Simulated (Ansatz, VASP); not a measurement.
**Two plane-wave programs on MgSn2N2**

```xyz
5
Lattice="-2.9511 2.9511 4.0447 2.9511 -2.9511 4.0447 2.9511 2.9511 -4.0447" Properties=species:S:1:pos:R:3 pbc="T T T"
Mg    0.0000    0.0000    0.0000
Sn    0.0000    2.9511    0.0000
Sn    2.9511    0.0000    0.0000
N     0.0000    2.9511    2.0223
N     2.9511    0.0000    2.0223
```

Alike in both runs: functional PBE; k mesh 6 × 6 × 6; occupations gaussian, width 0.1 eV; no spin polarisation.

Ansatz relaxed the structure, and its values are those at the end. VASP's run is a single point on that final structure, the one shown.

|  | VASP | Ansatz |
| --- | --- | --- |
| version | VASP 6.6.1 | Ansatz 0.2.0 |
| potentials or method | VASP PAW PBE potentials, release 64 (Mg, Sn_d, N), cutoff 520 eV | scalar-relativistic, plane waves, PAW |
| valence electrons in the cell | 40 | 48 |

```csv
,VASP,Ansatz,Ansatz less VASP
gap on the k mesh at the Fermi level (eV),none,none,-
pressure (GPa),0.0,0.0,+0.03
```

A gap of «none» marks a metal or a gap that the smearing closes. With one functional, cell and mesh, what is left measures potentials, basis and numerics. VASP's potentials hold 40 valence electrons a cell and Ansatz's 48, so a difference there can come from the potentials and not from the codes.
